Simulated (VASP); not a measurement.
Ag: single point with r2SCAN

Ag:

```
Ag
1.0
    -1.64454    1.64454    1.64454
     1.64454   -1.64454    1.64454
     1.64454    1.64454   -1.64454
Ag
1
Direct
  0.00000 0.00000 0.00000
```

```yaml
Program: VASP 6.6.1
Task: single point
Functional: r2SCAN
Potentials_or_basis: VASP PAW PBE potentials, release 64 (Ag)
Cutoff: 520 eV
k_mesh: 11 × 11 × 11
Occupations: fermi-dirac, width 0.05 eV
Spin: no spin polarisation
```

```json
{
  "Pressure": "-1.9 GPa"
}
```

Levels at points of the mesh, in eV from the Fermi level:
```
           k point  band 4  band 5  band 6  band 7  band 8  band 9
(0.00, 0.00, 0.00)   -5.09   -3.83   -3.83   18.56   18.56   18.56
```

It took 59 s on 1 thread of Intel Xeon 8259CL, with other jobs on the host, peak memory 0.15 GiB.

Caveat: the PAW data sets were made with another functional, which shifts forces and pressure a little.
